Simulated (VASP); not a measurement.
Wanted: the native input for a VASP 6.6.1 run.

```yaml
Task: single point
Functional: PBEsol
Potentials_or_basis: VASP PAW PBE potentials, release 64 (Rb_sv, Cl, C, O)
Cutoff: 520 eV
k_mesh: 2 × 2 × 1
Occupations: gaussian, width 0.05 eV
Spin: no spin polarisation
Dipole_correction: no
Further_INCAR_settings: LREAL = Auto; ALGO = Normal; EDIFF = 1e-06; NBANDS = 87
```

The structure of Rb8CCl8O2 lies in POSCAR:

```
Rb8CCl8O2
1.0
    7.8719410000      0.0000000000      0.0000000000
    0.0000000000      7.8719410000      0.0000000000
    0.0000000000      0.0000000000     18.9039560000
Rb Cl C O
8 8 1 2
Direct
    0.0000000000      0.0000000000      0.0528989805
   -0.2578498746      0.1920042338      0.2823092690
    0.0000000000      0.4999999365      0.0528989805
   -0.2579346060      0.6831466344      0.3947311875
    0.4999999365      0.0000000000      0.0528989805
    0.2418178693      0.2882657530      0.3894000811
    0.4999999365      0.4999999365      0.0528989805
    0.2423791032      0.7895949677      0.2831046052
    0.2498620099      0.2485238393      0.1012336254
   -0.0079324782      0.4912112527      0.2968106252
    0.2498477821      0.7519633341      0.1060884293
   -0.0100987800      0.9889264922      0.3837689847
    0.7500834927      0.2478810499      0.1054325878
    0.4921725150      0.4909294925      0.2970399952
    0.7500975935      0.7517505530      0.1019297760
    0.4944389192      0.9892889187      0.3840955301
   -0.2558835235      1.0900509798      0.5031685960
   -0.2557915513      1.2340736548      0.4879466499
   -0.2564671153      0.9516307350      0.5257914269
```

The input as run:

INCAR

```
SYSTEM = Rb8CCl8O2
PREC = Accurate ; ENCUT = 520
EDIFF = 1E-6 ; ISMEAR = 0
SIGMA = 0.05 ; LREAL = Auto
LASPH = .TRUE. ; NELM = 60
ALGO = Normal ; ISIF = 2
LWAVE = .FALSE. ; LCHARG = .TRUE.
GGA = PS ; LELF = .TRUE.
LVHAR = .TRUE. ; NBANDS = 87
```

KPOINTS

```
regular mesh
0
G
  2 2 1
  0 0 0
```

Potentials or basis: VASP PAW PBE potentials, release 64 (Rb_sv, Cl, C, O).

Command:

```bash
$ cat potpaw_PBE.64/Rb_sv/POTCAR potpaw_PBE.64/Cl/POTCAR potpaw_PBE.64/C/POTCAR potpaw_PBE.64/O/POTCAR > POTCAR
$ mpirun -np 1 vasp_std > vasp.out
```

Results of the run:

- Largest force: 0.671 eV/Å
- Band gap on the k mesh: 1.82 eV

Caveat: there is no dipole correction, which matters where the two faces differ; the PAW data sets were made with another functional, which shifts forces and pressure a little.

Wall time 23 min on 1 thread of AMD EPYC 7R43 64-Core Processor (Zen 3), with other jobs on the host, peak memory 1.1 GiB.
